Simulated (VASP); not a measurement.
Input of a VASP 6.6.1 run:

File INCAR:

```
SYSTEM = WS2
ALGO     = Normal         ! electronic algorithm
EDIFF    = 1E-6           ! SCF threshold, eV
ENCUT    = 520            ! plane-wave cutoff, eV
GGA      = PE             ! functional
ISIF     = 2              ! what is computed and relaxed
ISMEAR   = 0              ! smearing method
LASPH    = .True.         ! aspherical terms in the spheres
LCHARG   = .True.         ! write CHGCAR
LELF     = .True.         ! ELF
LREAL    = .False.        ! projectors in reciprocal space
LVHAR    = .True.       
LWAVE    = .False.        ! write WAVECAR
NBANDS   = 35             ! bands
NELM     = 60             ! most SCF steps
PREC     = Accurate       ! precision mode
SIGMA    = 0.1            ! smearing width, eV
```

Contents of KPOINTS:

```
k-points
0
Gamma
  6 6 2
  0 0 0
```

Contents of POSCAR:

```
WS2
1.0
    3.1799996605      0.0000000000      0.0000000000
   -1.5899998303      2.7539604900      0.0000000000
    0.0000000000      0.0000000000     12.5000000000
W S
2 4
Direct
    0.3333333333      0.6666666667      0.2500000000
    0.6666666667      0.3333333333      0.7500000000
    0.3333333333      0.6666666667      0.6200000000
    0.6666666667      0.3333333333      0.1200000000
    0.3333333333      0.6666666667      0.8800000000
    0.6666666667      0.3333333333      0.3800000000
```

Potentials or basis: VASP PAW PBE potentials, release 64 (W_sv, S).

Command:

```bash
$ cat potpaw_PBE.64/W_sv/POTCAR potpaw_PBE.64/S/POTCAR > POTCAR
$ mpirun -np 1 vasp_std > vasp.out
```

(1) What does it give for the largest force?

(2) What does it give for the pressure?

(3) Predict the band gap on the k mesh.

Answers

(1) 1.053 eV/Å.

(2) -3.7 GPa.

(3) 1.01 eV, indirect (least direct gap 1.87 eV).

Caveat: spin-orbit coupling is left out, which moves the levels of the heavy elements; this functional lacks dispersion, which binds the layers, so the pressure and a relaxed spacing across them are unreliable; forces of over 1 eV/Å act on the atoms, so gaps and moduli don't describe the material at rest.
